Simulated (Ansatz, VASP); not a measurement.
## MgB2 in VASP and in Ansatz

INCAR

```
PREC = Accurate
ENCUT = 520
EDIFF = 1E-8
ISMEAR = -1
SIGMA = 0.05
LREAL = False
LASPH = True
NELM = 80
ALGO = Normal
ISIF = 2
LWAVE = False
LCHARG = False
GGA = CA
LEFG = True
NBANDS = 11
```

File KPOINTS:

```
regular mesh
0
Gamma
  12 12 9
```

POSCAR

```
MgB2
1.0
    3.0850007055     -0.0154250035     -0.0154250035
   -1.5558587977      2.6794014835     -0.0056459431
   -0.0176150000     -0.0176150000      3.5230000000
Mg B
1 2
Direct
    0.0000000000      0.0000000000      0.0000000000
    0.3333333333      0.6666666667      0.5000000000
    0.6666666667      0.3333333333      0.5000000000
```

Input for Ansatz:

```yaml
crystal:
  lattice:
    - [3.0850007055, -0.0154250035, -0.0154250035]
    - [-1.5558587977, 2.6794014835, -0.0056459431]
    - [-0.017615, -0.017615, 3.523]
  atoms:
    - { symbol: Mg, position: [0.0, 0.0, 0.0] }
    - { symbol: B, position: [0.3333333333, 0.6666666667, 0.5] }
    - { symbol: B, position: [0.6666666667, 0.3333333333, 0.5] }
kpoints:
  mp_grid: { grid: [12, 12, 9] }
scf:
  occupations: { method: fermi_dirac, width: 0.05 }
hamiltonian:
  xc: lda
  pseudopotentials: { kind: all_electron, datasets: crystal }
output:
  forces: true
  stress: true
  eigenvalues: true
  efg: { contact_densities: true }
```

Change from the starting cell: equal xy, yz and zx shear strains of -1 %, crystal datasets.

Alike in both runs: task electric field gradients; functional LDA; k mesh 12 × 12 × 9; occupations fermi-dirac, width 0.05 eV; no spin polarisation.

|  | VASP | Ansatz |
| --- | --- | --- |
| version | VASP 6.6.1 | Ansatz 0.2.0 |
| potentials or method | VASP PAW LDA potentials, release 64 (Mg, B), cutoff 520 eV | all-electron PAW with datasets made for the crystal, scalar-relativistic |

Ansatz gave:

```
pressure (GPa)                                                : -7.6
traceless stress, the component that is largest in VASP (GPa) : 1.96
rms of the force components (eV/Å)                            : 0.007
size of Vzz on the site where it differs most (V/Å²)          : 17.9
```

Question: Which values does VASP return?

Answer: Pressure (GPa): -8.1; traceless stress, the component that is largest in VASP (GPa): 1.96; rms of the force components (eV/Å): 0.007; size of Vzz on the site where it differs most (V/Å²): 20.0.

LDA's correlation is that of Perdew and Zunger in VASP and of Perdew and Wang (1992) in Ansatz. Atom by atom the forces differ by 0.000 eV/Å (rms over components). Ansatz ran all-electron here, and VASP with PAW potentials.
